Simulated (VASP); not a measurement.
Set up this calculation in VASP 6.6.1, as the native input.

```yaml
Task: single point
Functional: r2SCAN
Potentials_or_basis: VASP PAW PBE potentials, release 64 (In_d, As, Ca_sv)
Cutoff: 550 eV
k_mesh: 7 × 7 × 2
Occupations: fermi-dirac, width 0.1 eV
Spin: no spin polarisation
Dipole_correction: no
Further_INCAR_settings: ALGO = Normal; EDIFF = 1e-06; NBANDS = 57
```

Crystal: CaIn2As2.

```
In As Ca
1.0
     4.20764    0.00000    0.00000
    -2.10382    3.64393    0.00000
     0.00000    0.00000   17.98001
In As Ca
4 4 2
Direct
  0.33333 0.66667 0.17198
  0.66667 0.33333 0.67198
  0.33333 0.66667 0.32802
  0.66667 0.33333 0.82802
  0.33333 0.66667 0.60362
  0.66667 0.33333 0.10362
  0.33333 0.66667 0.89638
  0.66667 0.33333 0.39638
  0.00000 0.00000 0.00000
  0.00000 0.00000 0.50000
```

One way to write it, as run:

POSCAR

```
CaIn2As2
1.0
    4.2076430000      0.0000000000      0.0000000000
   -2.1038220000      3.6439290000      0.0000000000
    0.0000000000      0.0000000000     17.9800110000
In As Ca
4 4 2
Direct
    0.3333300000      0.6666700000      0.1719800000
    0.6666700000      0.3333300000      0.6719800000
    0.3333300000      0.6666700000      0.3280200000
    0.6666700000      0.3333300000      0.8280200000
    0.3333300000      0.6666700000      0.6036200000
    0.6666700000      0.3333300000      0.1036200000
    0.3333300000      0.6666700000      0.8963800000
    0.6666700000      0.3333300000      0.3963800000
    0.0000000000      0.0000000000      0.0000000000
    0.0000000000      0.0000000000      0.5000000000
```

INCAR.step1

```
SYSTEM = CaIn2As2
ALGO = Normal
EDIFF = 1E-5
ENCUT = 550
GGA = PE
GGA_COMPAT = .False.
ISMEAR = -1
LASPH = .True.
LCHARG = .False.
LREAL = .False.
LWAVE = .True.
NBANDS = 57
NELM = 120
PREC = Accurate
SIGMA = 0.1
```

INCAR.step2

```
SYSTEM = CaIn2As2
ALGO = Normal
EDIFF = 1E-6
ENCUT = 550
GGA_COMPAT = .False.
ISIF = 2
ISMEAR = -1
ISTART = 1
LASPH = .True.
LCHARG = .False.
LMIXTAU = .True.
LREAL = .False.
LWAVE = .False.
METAGGA = R2SCAN
NBANDS = 57
NELM = 120
PREC = Accurate
SIGMA = 0.1
```

KPOINTS

```
k-points
0
Gamma
  7 7 2
  0 0 0
```

Potentials or basis: VASP PAW PBE potentials, release 64 (In_d, As, Ca_sv).

Launch:

```sh
$ cat potpaw_PBE.64/In_d/POTCAR potpaw_PBE.64/As/POTCAR potpaw_PBE.64/Ca_sv/POTCAR > POTCAR
$ cp INCAR.step1 INCAR
$ mpirun -np 1 vasp_std > vasp.out
$ cp INCAR.step2 INCAR
$ mpirun -np 1 vasp_std > vasp.out
```

Results of the run:

* Pressure: -1.3 GPa
* Largest force: 0.110 eV/Å
* Band gap on the k mesh: 0.21 eV

Caveat: the PAW data sets were made with another functional, which shifts forces and pressure a little; spin-orbit coupling is left out, which moves the levels of the heavy elements.

Wall time 24 min on 1 thread of AMD EPYC 9R45 96-Core Processor (Zen 5) (shared host), peak memory 0.67 GiB.
